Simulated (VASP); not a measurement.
Here is a VASP 6.6.1 calculation.

The input INCAR:

```
SYSTEM = BaMgAsF
PREC = Accurate
ENCUT = 840
EDIFF = 1E-6
ISMEAR = 0
SIGMA = 0.02
LREAL = .FALSE.
LASPH = .TRUE.
NELM = 120
ALGO = Normal
ISIF = 2
LWAVE = .FALSE.
LCHARG = .TRUE.
GGA = PE
LELF = .TRUE.
LVHAR = .TRUE.
NBANDS = 52
GGA_COMPAT = .FALSE.
```

KPOINTS

```
Automatic mesh
0
G
  6 6 4
  0 0 0
```

The input POSCAR:

```
BaMgAsF
1.0
    4.4176333074      0.0000000000      0.0000000000
    0.0000000000      4.4176333074      0.0000000000
    0.0000000000      0.0000000000      9.6873358226
Ba As Mg F
2 2 2 2
Direct
    0.5000000000      0.0000000000      0.1547361974
    0.0000000000      0.5000000000      0.8452638026
    0.5000000000      0.0000000000      0.6613527585
    0.0000000000      0.5000000000      0.3386472415
    0.5000000000      0.5000000000      0.5000000000
    0.0000000000      0.0000000000      0.5000000000
    0.5000000000      0.5000000000      0.0000000000
    0.0000000000      0.0000000000      0.0000000000
```

Potentials or basis: VASP PAW PBE potentials, release 64 (Ba_sv, As_d, Mg_sv, F).

Run with:

```sh
$ cat potpaw_PBE.64/Ba_sv/POTCAR potpaw_PBE.64/As_d/POTCAR potpaw_PBE.64/Mg_sv/POTCAR potpaw_PBE.64/F/POTCAR > POTCAR
$ mpirun -np 1 vasp_std > vasp.out
```

Task: Estimate the pressure.

Result: 0.5 GPa.

Task: What does it give for the band gap on the k mesh?

Result: 1.55 eV.

Forces in eV/Å, atoms in the order of the input:
```
Ba   0.000  0.000  0.115
Ba   0.000  0.000 -0.115
As   0.000  0.000 -0.022
As   0.000  0.000  0.022
Mg   0.000  0.000  0.000
Mg   0.000  0.000  0.000
F    0.000  0.000  0.000
F    0.000  0.000  0.000
```

Caveat: spin-orbit coupling is left out, which moves the levels of the heavy elements. A k mesh can miss the band edges.
